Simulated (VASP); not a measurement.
# Cd3O2 in VASP: further runs, part 2 of 2

VASP 6.6.1.

### Step 3. Single point, PBE

This run uses another cell than the first one: it holds 5 atoms, not 10.

Contents of INCAR:

```
SYSTEM = Cd3O2
PREC     = Accurate       ! precision mode
ENCUT    = 700            ! plane-wave cutoff, eV
EDIFF    = 1E-6           ! SCF threshold, eV
ISMEAR   = 0              ! smearing method
SIGMA    = 0.2            ! smearing width, eV
LREAL    = .False.        ! projectors in reciprocal space
LASPH    = .True.         ! aspherical terms in the spheres
NELM     = 120            ! most SCF steps
ALGO     = Normal         ! electronic algorithm
ISIF     = 2              ! what is computed and relaxed
LWAVE    = .False.        ! write WAVECAR
LCHARG   = .True.         ! write CHGCAR
GGA      = PE             ! functional
LELF     = .True.         ! ELF
LVHAR    = .True.       
NBANDS   = 44             ! bands
GGA_COMPAT= .False.
```

Contents of KPOINTS:

```
regular mesh
0
Gamma
  4 4 4
  0 0 0
```

Contents of POSCAR:

```
Cd3O2
1.0
    5.5459964299      0.0000000000      0.0000000000
   -2.7729982149      4.8029737976      0.0000000000
    0.0000000000      0.0000000000      3.8570656429
Cd O
3 2
Direct
    0.8333629040      0.1666370960      0.5000000000
    0.8333629040      0.6667258081      0.5000000000
    0.3332741919      0.1666370960      0.5000000000
    0.3333333333      0.6666666667      0.1764399748
    0.3333333333      0.6666666667      0.8235600252
```

Potentials or basis: VASP PAW PBE potentials, release 64 (Cd_sv_GW, O).

Started as:

```bash
$ cat potpaw_PBE.64/Cd_sv_GW/POTCAR potpaw_PBE.64/O/POTCAR > POTCAR
$ mpirun -np 1 vasp_std > vasp.out
```

OUTCAR:

```text
SYSTEM = Cd3O2
   PREC = Accurate
   ENCUT = 700
   EDIFF = 1E-6
   ISMEAR = 0
   LREAL = .False.
   LASPH = .True.
   NELM = 120
   ISIF = 2
   GGA = PE

 ion  position               nearest neighbor table
   1  0.833  0.167  0.500-
   2  0.833  0.667  0.500-
   3  0.333  0.167  0.500-
   4  0.333  0.667  0.176-   5 1.36
   5  0.333  0.667  0.824-   4 1.36

  LATTYP: Found a hexagonal cell.
 ALAT       =     5.5459964299
 C/A-ratio  =     0.6954684684

  Lattice vectors:

 A1 = (   5.5459964299,   0.0000000000,   0.0000000000)
 A2 = (  -2.7729982149,   4.8029737976,   0.0000000000)
 A3 = (   0.0000000000,   0.0000000000,   3.8570656429)

Analysis of symmetry for initial positions (statically):
=====================================================================
 Subroutine PRICEL returns:
 Original cell was already a primitive cell.

 Routine SETGRP: Setting up the symmetry group for a
 hexagonal supercell.

 Subroutine GETGRP returns: Found 12 space group operations
 (whereof 12 operations were pure point group operations)
 out of a pool of 24 trial point group operations.

The static configuration has the point symmetry D_3h.

Analysis of symmetry for dynamics (positions and initial velocities):
=====================================================================
 Subroutine PRICEL returns:
 Original cell was already a primitive cell.

 Routine SETGRP: Setting up the symmetry group for a
 hexagonal supercell.

 Subroutine GETGRP returns: Found 12 space group operations
 (whereof 12 operations were pure point group operations)
 out of a pool of 24 trial point group operations.

The dynamic configuration has the point symmetry D_3h.

 Subroutine INISYM returns: Found 12 space group operations
[... 105 lines left out ...]
   ISMEAR =     0;   SIGMA  =   0.20  broadening in eV -4-tet -1-fermi 0-gaus
   EFERMI_NEDOS =   21; number of points for ismear=-14 and -15
   IALGO  =     38    algorithm
   IMIX   =      4    mixing-type and parameters
     AMIX     =   0.40;   BMIX     =  1.00
     AMIX_MAG =   1.60;   BMIX_MAG =  1.00
  volume/ion in A,a.u.               =      20.55       138.67
  Fermi-wavevector in a.u.,A,eV,Ry     =   1.454131  2.747908 28.769458  2.114496
  Thomas-Fermi vector in A             =   2.571317
   LORBIT       =      0    0 simple, 1 ext, 2 COOP (PROOUT), +10 PAW based schemes
   GGA     = PE    functional components
   LHFCALC =     F    Hartree Fock is set to
   AEXX    =    0.0000 exact exchange contribution
   IVDW    =     0    specifies the selected vdW correction
   LEPSILON=     F    determine dielectric tensor
   LRPA    =     F    only Hartree local field effects (RPA)
 non-spin polarized calculation
 Gauss-broadening in eV      SIGMA  =   0.20
  energy-cutoff  :      700.00
  volume of cell :      102.74
 maximum number of plane-waves:      4355
 NGX is ok and might be reduce to    48

 number of electron      71.9999970 magnetization

 Free energy of the ion-electron system (eV)
  ---------------------------------------------------
  ext. energy  EPLUGINS =         0.00000000
  ---------------------------------------------------
  free energy    TOTEN  =       -11.87775061 eV

  energy without entropy =      -11.82109946  energy(sigma->0) =      -11.84942504

 E-fermi :   3.5677     XC(G=0):  -9.7952

 val. band max:        3.5658609787   @ k =   0.2500  -0.0000   0.0000
 cond. band min:       3.5950488324   @ k =   0.0000   0.0000   0.0000
 fundamental gap:      0.0291878537
 Fermi energy:         3.5676718415

 k-point     1 :       0.0000    0.0000    0.0000
  band No.  band energies     occupation
      1     -99.3745      2.00000
      2     -99.3653      2.00000
      3     -99.3653      2.00000
      4     -60.4928      2.00000
      5     -60.4312      2.00000
      6     -60.4262      2.00000
[... 553 lines left out ...]
     43       9.8805      0.00000
     44      12.5519      0.00000

------------------------ aborting loop because EDIFF is reached ----------------------------------------

  FORCE on cell =-STRESS in cart. coord.  units (eV):
  Direction    XX          YY          ZZ          XY          YZ          ZX
  --------------------------------------------------------------------------------------
  -------------------------------------------------------------------------------------
  Total       -0.1282920     -0.1282920      0.8474660     -0.0000000     -0.0000000      0.0000000
  in kB       -2.0006147     -2.0006147     13.2155734     -0.0000000     -0.0000000      0.0000000
  external PRESSURE =       3.0714480 kB  Pullay stress =       0.0000000 kB

 VOLUME and BASIS-vectors are now :
 -----------------------------------------------------------------------------
  energy-cutoff  :      700.00
  volume of cell :      102.74
      direct lattice vectors                 reciprocal lattice vectors
     5.545996430  0.000000000  0.000000000     0.180310249  0.104102171  0.000000000
    -2.772998215  4.802973798  0.000000000     0.000000000  0.208204342  0.000000000
     0.000000000  0.000000000  3.857065643     0.000000000  0.000000000  0.259264449

 POSITION                                       TOTAL-FORCE (eV/Angst)
 -----------------------------------------------------------------------------------
      4.15974      0.80035      1.92853        -0.005174      0.002987      0.000000
      2.77300      3.20227      1.92853        -0.000000     -0.005974      0.000000
      1.38625      0.80035      1.92853         0.005174      0.002987      0.000000
     -0.00000      3.20198      0.68054         0.000000      0.000000      0.416577
     -0.00000      3.20198      3.17653         0.000000      0.000000     -0.416577
 -----------------------------------------------------------------------------------
    total drift:                                0.000005     -0.000003      0.000000

  FREE ENERGIE OF THE ION-ELECTRON SYSTEM (eV)
  ---------------------------------------------------
  free  energy   TOTEN  =       -11.8777506085 eV

  energy  without entropy=      -11.8210994637  energy(sigma->0) =      -11.84942504
```

stdout:

```text
POSCAR found type information on POSCAR CdO
 POSCAR found :  2 types and       5 ions
 scaLAPACK will be used
 LDA part: xc-table for (Slater+PW92), standard interpolation
 POSCAR, INCAR and KPOINTS ok, starting setup
 FFT: planning ... GRIDC
 FFT: planning ... GRID_SOFT
 FFT: planning ... GRID
 WAVECAR not read
 entering main loop
```

Wall time 70 s (1 thread of Intel Xeon Platinum 8488C (Sapphire Rapids), shared host); peak memory 0.31 GiB.

What came out:

```
Free energy            : -11.8778 eV
Pressure               : 0.3 GPa
Largest force          : 0.417 eV/Å
Band gap on the k mesh : zero (bands 36 and 37 overlap by 0.71 eV)
```

Forces in eV/Å, atoms in the order of the input:
```
Cd  -0.005  0.003  0.000
Cd   0.000 -0.006  0.000
Cd   0.005  0.003  0.000
O    0.000  0.000  0.417
O    0.000  0.000 -0.417
```

Stress tensor (GPa, compression positive):
```
-0.20  0.00  0.00
 0.00 -0.20  0.00
 0.00  0.00  1.32
```

Caveat: the k points lie up to 0.41 Å⁻¹ apart, too coarse for converged energies and pressures of a metal; semilocal functionals underestimate gaps, and a narrow one can read as zero.

The gap in the log of VASP goes by the Fermi energy; the results here count the filled bands.